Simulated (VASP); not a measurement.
# H6C2O in VASP: further runs, part 2 of 2

VASP 6.6.1.

**3. Single point, r2SCAN**

The input, POSCAR:

```
H6C2O
1.0
    7.2936330000      0.0000000000      0.0000000000
    0.0000000000      7.2936330000      0.0000000000
    0.0000000000      0.0000000000      7.2936330000
C O H
8 4 24
Direct
    0.3533203026      0.1279148075      0.3584943667
    0.3871598956      0.2987251441      0.4705779670
    0.7604682930      0.8403417077      0.8348368589
    0.6148650472      0.9834418231      0.8723859276
    0.8478728752      0.1361977290      0.4082948575
    0.8477528964      0.2642630480      0.2460876643
    0.3090557681      0.5291525401     -0.0480513249
    0.2944594521      0.6692038977      0.1041010911
    0.2139844131      0.3856541398      0.5019401532
    0.4523001611      0.9522738925      0.7706821042
    0.9774531086      0.1958041247      0.1155314168
    0.2002374988      0.8254349608      0.0303184755
    0.2332901940      0.4818854870      0.5900030541
    0.4503591476      0.2612375532      0.6014446042
    0.4791748120      0.3933860362      0.3980532135
    0.4820969455      0.0667954092      0.3147073652
    0.2805376558      0.0271958036      0.4417069361
    0.2714757116      0.1624552833      0.2382783629
    0.3548870598      0.9209096039      0.8556197114
    0.5823014989      0.9892461587      1.0188844476
    0.6689670882      1.1191953016      0.8350878453
    0.8860061957      0.8736850950      0.9084203466
    0.7138856121      0.7043888568      0.8773730937
    0.7906188433      0.8353116156      0.6884605812
    0.9734640678      0.2726872185      0.0085415479
    0.7112072994      0.2702058158      0.1833594176
    0.8858380457      0.4032576818      0.2896012072
    0.7396854663      0.1726373019      0.5044555615
    0.8230135984     -0.0042778605      0.3615705082
    0.9779699472      0.1417578607      0.4804479936
    0.1673504922      0.9126647778      0.1241424010
    0.2191427372      0.6115842016      0.2200700215
    0.4312944324      0.7094702859      0.1521758292
    0.3755067591      0.4042564222      0.0002931565
    0.1721984511      0.4932368869     -0.0976155845
    0.3885310269      0.5844502883     -0.1623264796
```

The input, INCAR.step1:

```
SYSTEM = H6C2O
  PREC = Accurate
  ENCUT = 520
  ISMEAR = -1
  SIGMA = 0.02
  LREAL = Auto
  LASPH = .TRUE.
  NELM = 100
  NBANDS = 64
  GGA = PE
  ALGO = Normal
  EDIFF = 1E-4
  LWAVE = .TRUE.
  LCHARG = .FALSE.
```

The input, INCAR.step2:

```
SYSTEM = H6C2O
  PREC = Accurate
  ENCUT = 520
  EDIFF = 1E-6
  ISMEAR = -1
  SIGMA = 0.02
  LREAL = Auto
  LASPH = .TRUE.
  NELM = 100
  ALGO = Normal
  ISIF = 2
  LWAVE = .FALSE.
  LCHARG = .TRUE.
  METAGGA = R2SCAN
  LMIXTAU = .TRUE.
  LELF = .TRUE.
  LVHAR = .TRUE.
  NBANDS = 64
  ISTART = 1
```

The input, KPOINTS:

```
Automatic mesh
0
G
  1 1 1
  0 0 0
```

Potentials or basis: VASP PAW PBE potentials, release 64 (C, O, H).

Launch:

```console
> cat potpaw_PBE.64/C/POTCAR potpaw_PBE.64/O/POTCAR potpaw_PBE.64/H/POTCAR > POTCAR
> cp INCAR.step1 INCAR
> mpirun -np 1 vasp_gam > vasp.out
> cp INCAR.step2 INCAR
> mpirun -np 1 vasp_gam > vasp.out
```

OUTCAR:

```text
SYSTEM = H6C2O
   PREC = Accurate
   ENCUT = 520
   EDIFF = 1E-6
   ISMEAR = -1
   LREAL = Auto
   LASPH = .TRUE.
   NELM = 100
   ISIF = 2
   METAGGA = R2SCAN
   ISTART = 1

 ion  position               nearest neighbor table
   1  0.353  0.128  0.358-  16 1.09  18 1.09  17 1.09   2 1.51
   2  0.387  0.299  0.471-  14 1.09  15 1.10   9 1.43   1 1.51
   3  0.760  0.840  0.835-  22 1.09  24 1.09  23 1.09   4 1.51
   4  0.615  0.983  0.872-  20 1.10  21 1.10  10 1.42   3 1.51
   5  0.848  0.136  0.408-  30 1.09  28 1.09  29 1.09   6 1.51
   6  0.848  0.264  0.246-  26 1.10  27 1.10  11 1.43   5 1.51
   7  0.309  0.529  0.952-  34 1.09  36 1.09  35 1.09   8 1.51
   8  0.294  0.669  0.104-  32 1.09  33 1.10  12 1.44   7 1.51
   9  0.214  0.386  0.502-  13 0.96   2 1.43
  10  0.452  0.952  0.771-  19 0.97   4 1.42
  11  0.977  0.196  0.116-  25 0.96   6 1.43
  12  0.200  0.825  0.030-  31 0.96   8 1.44
  13  0.233  0.482  0.590-   9 0.96
  14  0.450  0.261  0.601-   2 1.09
  15  0.479  0.393  0.398-   2 1.10
  16  0.482  0.067  0.315-   1 1.09
  17  0.281  0.027  0.442-   1 1.09
[... 17 lines left out ...]
  35  0.172  0.493  0.902-   7 1.09
  36  0.389  0.584  0.838-   7 1.09

  LATTYP: Found a simple cubic cell.
 ALAT       =     7.2936330000

  Lattice vectors:

 A1 = (   7.2936330000,   0.0000000000,   0.0000000000)
 A2 = (   0.0000000000,   7.2936330000,   0.0000000000)
 A3 = (   0.0000000000,   0.0000000000,   7.2936330000)

Analysis of symmetry for initial positions (statically):
=====================================================================
 Subroutine PRICEL returns:
 Original cell was already a primitive cell.

 Routine SETGRP: Setting up the symmetry group for a
 simple cubic supercell.

 Subroutine GETGRP returns: Found  1 space group operations
 (whereof  1 operations were pure point group operations)
 out of a pool of 48 trial point group operations.
[... 180 lines left out ...]
  volume/ion in A,a.u.               =      10.78        72.73
  Fermi-wavevector in a.u.,A,eV,Ry     =   0.967151  1.827650 12.726630  0.935381
  Thomas-Fermi vector in A             =   2.097013
   LORBIT       =      0    0 simple, 1 ext, 2 COOP (PROOUT), +10 PAW based schemes
   METAGGA = R2SCAN    functional components
   LHFCALC =     F    Hartree Fock is set to
   AEXX    =    0.0000 exact exchange contribution
   IVDW    =     0    specifies the selected vdW correction
   LEPSILON=     F    determine dielectric tensor
   LRPA    =     F    only Hartree local field effects (RPA)
 non-spin polarized calculation
  energy-cutoff  :      520.00
  volume of cell :      388.00
 maximum number of plane-waves:      5198
 NGX is ok and might be reduce to    54
   NGX = 27   NGY = 27   NGZ = 27

 number of electron      80.0000000 magnetization

 Free energy of the ion-electron system (eV)
  ---------------------------------------------------
  ext. energy  EPLUGINS =         0.00000000
  ---------------------------------------------------
  free energy    TOTEN  =      -199.28845866 eV

  energy without entropy =     -199.28845866  energy(sigma->0) =     -199.28845866

 E-fermi :  -2.6610     XC(G=0):  -6.6307

 val. band max:       -3.1665666718   @ k =   0.0000   0.0000   0.0000
 cond. band min:       2.1800895939   @ k =   0.0000   0.0000   0.0000
 fundamental gap:      5.3466562657
 Fermi energy:        -2.6609516256

 k-point     1 :       0.0000    0.0000    0.0000
  band No.  band energies     occupation
      1     -24.1437      2.00000
      2     -23.9915      2.00000
      3     -23.8121      2.00000
      4     -23.3255      2.00000
      5     -16.8407      2.00000
      6     -16.6121      2.00000
[... 44 lines left out ...]
     51       5.6724      0.00000
     52       5.8276      0.00000
 [bands above 52 left out]

------------------------ aborting loop because EDIFF is reached ----------------------------------------

  FORCE on cell =-STRESS in cart. coord.  units (eV):
  Direction    XX          YY          ZZ          XY          YZ          ZX
  --------------------------------------------------------------------------------------
  -------------------------------------------------------------------------------------
  Total        2.2762685     -0.6222644      0.8816719      0.3201580     -0.0903201      0.2343219
  in kB        9.3994479     -2.5695309      3.6407083      1.3220359     -0.3729610      0.9675909
  external PRESSURE =       3.4902084 kB  Pullay stress =       0.0000000 kB

 VOLUME and BASIS-vectors are now :
 -----------------------------------------------------------------------------
  energy-cutoff  :      520.00
  volume of cell :      388.00
      direct lattice vectors                 reciprocal lattice vectors
     7.293633000  0.000000000  0.000000000     0.137105884  0.000000000  0.000000000
     0.000000000  7.293633000  0.000000000     0.000000000  0.137105884  0.000000000
     0.000000000  0.000000000  7.293633000     0.000000000  0.000000000  0.137105884

 POSITION                                       TOTAL-FORCE (eV/Angst)
 -----------------------------------------------------------------------------------
      2.57699      0.93296      2.61473         0.014213      0.048278      0.008939
      2.82380      2.17879      3.43222         0.120021     -0.132111     -0.035864
      5.54658      6.12914      6.08899        -0.030064      0.028837      0.007522
      4.48460      7.17286      6.36286         0.152527      0.099334      0.127129
      6.18407      0.99338      2.97795        -0.051277     -0.073768     -0.033114
      6.18320      1.92744      1.79487        -0.063743      0.051486      0.205614
[... 28 lines left out ...]
      1.25595      3.59749      6.58166        -0.008165      0.007369      0.004892
      2.83380      4.26277      6.10968         0.027568      0.039016     -0.035039
 -----------------------------------------------------------------------------------
    total drift:                                0.002155      0.015833      0.010576

  FREE ENERGIE OF THE ION-ELECTRON SYSTEM (eV)
  ---------------------------------------------------
  free  energy   TOTEN  =      -199.2884586620 eV

  energy  without entropy=     -199.2884586620  energy(sigma->0) =     -199.28845866
```

Wall time 2 min (1 thread of Intel Xeon 6975P-C (Granite Rapids), shared host); peak memory 0.42 GiB.

What came out:

* Free energy: -199.2885 eV
* Pressure: 0.3 GPa
* Largest force: 0.354 eV/Å
* Band gap on the k mesh: 5.35 eV

Forces on the atoms (eV/Å):
```
C    0.014  0.048  0.009
C    0.120 -0.132 -0.036
C   -0.030  0.029  0.008
C    0.153  0.099  0.127
C   -0.051 -0.074 -0.033
C   -0.064  0.051  0.206
C   -0.014 -0.011 -0.015
C    0.011 -0.029 -0.009
O   -0.126  0.010 -0.010
O   -0.090  0.007 -0.342
O    0.073 -0.150 -0.049
O    0.034  0.019 -0.242
H   -0.036  0.140  0.102
H    0.033  0.002  0.048
H    0.054  0.046 -0.048
H    0.063 -0.016  0.005
H   -0.028 -0.059 -0.002
H   -0.033  0.013 -0.039
H   -0.210 -0.086  0.127
H    0.052 -0.006  0.091
H    0.017  0.070 -0.010
H    0.066 -0.049  0.011
H   -0.023 -0.081  0.041
H    0.015 -0.020 -0.077
H    0.041  0.043 -0.142
H   -0.065 -0.014 -0.044
H    0.029  0.017  0.000
H   -0.034  0.031  0.038
H   -0.019 -0.034  0.006
H    0.066  0.034  0.015
H   -0.028  0.085  0.162
H   -0.070 -0.005  0.085
H    0.039  0.009  0.011
H    0.022 -0.035  0.034
H   -0.008  0.007  0.005
H    0.028  0.039 -0.035
```

Caveat: the k points lie up to 0.86 Å⁻¹ apart; the PAW data sets were made with another functional, which shifts forces and pressure a little.

**4. Single point, r2SCAN**

The input, POSCAR:

```
H6C2O
1.0
    7.2936330000      0.0000000000      0.0000000000
    0.0000000000      7.2936330000      0.0000000000
    0.0000000000      0.0000000000      7.2936330000
C O H
8 4 24
Direct
    0.3526637548      0.1315530957      0.3586415714
    0.3876943082      0.2975334789      0.4681343303
    0.7615135009      0.8399380665      0.8354684147
    0.6159207627      0.9849138283      0.8752428317
    0.8488636596      0.1333766040      0.4086715084
    0.8465465701      0.2676581067      0.2465849324
    0.3061025966      0.5252526416     -0.0489742218
    0.2923645870      0.6719559375      0.1051190813
    0.2109511131      0.3854457717      0.5025204860
    0.4536148172      0.9537770820      0.7727561834
    0.9792513553      0.1962533624      0.1157859190
    0.2008189883      0.8232248593      0.0280518639
    0.2416216994      0.4730290104      0.5926264730
    0.4355305511      0.2608576549      0.6096138920
    0.4833256623      0.3899428447      0.3960029247
    0.4768268434      0.0631783913      0.3110384084
    0.2923782976      0.0212514120      0.4463619159
    0.2685492950      0.1621688396      0.2388795817
    0.3625627996      0.9098209356      0.8561851138
    0.5872382117      0.9788126164      1.0208218593
    0.6704889045      1.1154249192      0.8305737347
    0.8919286177      0.8646308362      0.9043915426
    0.7034765802      0.7066711473      0.8815497023
    0.8024807390      0.8352764665      0.6916717636
    0.9827338447      0.2642853020      0.0012887953
    0.7114287215      0.2753771680      0.1823096939
    0.8995242837      0.4012815013      0.2904313941
    0.7365739406      0.1836396210      0.4989283119
    0.8129556286     -0.0064851083      0.3620006655
    0.9669118257      0.1430699899      0.4969539871
    0.1588508772      0.9080796909      0.1261511239
    0.2185604897      0.6241882475      0.2283087180
    0.4303753699      0.7232746698      0.1406432158
    0.3866934352      0.4010895530     -0.0223071273
    0.1675571008      0.4953498483     -0.0949046929
    0.3946318659      0.5765028210     -0.1604001737
```

The input, INCAR.step1:

```
PREC     = Accurate       # precision mode
ENCUT    = 520            # plane-wave cutoff, eV
ISMEAR   = -1             # smearing method
SIGMA    = 0.02           # smearing width, eV
LREAL    = Auto         
LASPH    = True           # aspherical terms in the spheres
NELM     = 100            # most SCF steps
NBANDS   = 64             # bands
GGA      = PE             # functional
ALGO     = Normal         # electronic algorithm
EDIFF    = 1E-4           # SCF threshold, eV
LWAVE    = True           # write WAVECAR
LCHARG   = False          # write CHGCAR
```

The input, INCAR.step2:

```
PREC     = Accurate       # precision mode
ENCUT    = 520            # plane-wave cutoff, eV
EDIFF    = 1E-6           # SCF threshold, eV
ISMEAR   = -1             # smearing method
SIGMA    = 0.02           # smearing width, eV
LREAL    = Auto         
LASPH    = True           # aspherical terms in the spheres
NELM     = 100            # most SCF steps
ALGO     = Normal         # electronic algorithm
ISIF     = 2              # what is computed and relaxed
LWAVE    = False          # write WAVECAR
LCHARG   = False          # write CHGCAR
METAGGA  = R2SCAN         # meta-GGA
LMIXTAU  = True         
NBANDS   = 64             # bands
ISTART   = 1
```

The input, KPOINTS:

```
regular mesh
0
Gamma
  1 1 1
```

Launch:

```console
> cat potpaw_PBE.64/C/POTCAR potpaw_PBE.64/O/POTCAR potpaw_PBE.64/H/POTCAR > POTCAR
> cp INCAR.step1 INCAR
> mpirun -np 1 vasp_gam > vasp.out
> cp INCAR.step2 INCAR
> mpirun -np 1 vasp_gam > vasp.out
```

Run time: 1.9 min. Hardware: 1 thread of Intel Xeon 6975P-C (Granite Rapids), shared host; peak memory 0.41 GiB.

It converged, with:

| Property | Result |
| --- | --- |
| Free energy | -198.5992 eV |
| Pressure | -0.3 GPa |
| Largest force | 2.055 eV/Å |
| Band gap on the k mesh | 5.34 eV |

Forces in eV/Å, atoms in the order of the input:
```
C   -0.088 -1.956 -0.035
C   -0.269  0.236  1.371
C   -0.089 -0.484  0.190
C    0.719 -0.736 -0.718
C   -1.827  0.940 -0.037
C    1.512 -0.731  0.091
C    0.884  0.528  0.244
C    0.978 -0.839 -0.183
O    0.380 -0.545 -1.052
O    0.351  0.189 -0.562
O   -0.048 -0.240 -0.384
O   -1.170  1.459  0.342
H   -0.178  1.020  0.875
H    0.424  0.093 -0.961
H   -0.157  0.131  0.282
H    0.293  0.382 -0.080
H   -0.207  0.696 -0.461
H   -0.173 -0.007  0.116
H   -0.828 -0.225  0.457
H   -0.090  0.487  0.396
H    0.088  0.691  0.303
H   -0.212  0.068  0.463
H    0.489  0.236 -0.365
H   -0.506 -0.146 -0.225
H   -0.248 -0.007  0.474
H   -0.068  0.087  0.074
H   -0.456  0.126  0.106
H    0.197 -0.503 -0.255
H    0.325  0.365  0.253
H    0.640 -0.179 -0.342
H    0.326 -0.597 -0.951
H    0.319 -0.209 -0.282
H   -0.008 -0.595  0.346
H   -0.627 -0.107  0.880
H    0.027 -0.217 -0.263
H   -0.701  0.589 -0.105
```

Stress tensor (GPa, compression positive):
```
 0.26  0.22  1.31
 0.22 -0.14 -0.06
 1.31 -0.06 -1.02
```

Levels at points of the mesh, in eV from the valence-band top:
```
           k point  band 36  band 37  band 38  band 39  band 40  band 41  band 42  band 43  band 44  band 45
(0.00, 0.00, 0.00)    -1.60    -0.71    -0.49    -0.29     0.00     5.34     6.55     6.74     7.01     7.27
```

Caveat: the k points lie up to 0.86 Å⁻¹ apart; the PAW data sets were made with another functional, which shifts forces and pressure a little.

**5. Overview**

| cell | cutoff (eV) | gap on the mesh (eV) | pressure (GPa) | largest force (eV/Å) |
| --- | --- | --- | --- | --- |
| as given, atomic positions A | 580 | 5.26 | 0.2 | 2.47 |
| as given, atomic positions B | 520 | 5.35 | 0.3 | 0.35 |
| as given, atomic positions C | 520 | 5.34 | -0.3 | 2.05 |

Alike in all rows: task single point; level r2SCAN; potentials or basis VASP PAW PBE potentials, release 64 (C, O, H); no spin polarisation; k mesh 1 × 1 × 1; smearing fermi-dirac 0.02 eV.

Caveats: all runs use coarse meshes; the PAW data sets were made with another functional, which shifts forces and pressure a little; the atoms stand as in a frame of molecular dynamics (at least some runs).

Total energies depend on the potentials used, so only differences within one code and one set of settings carry meaning.
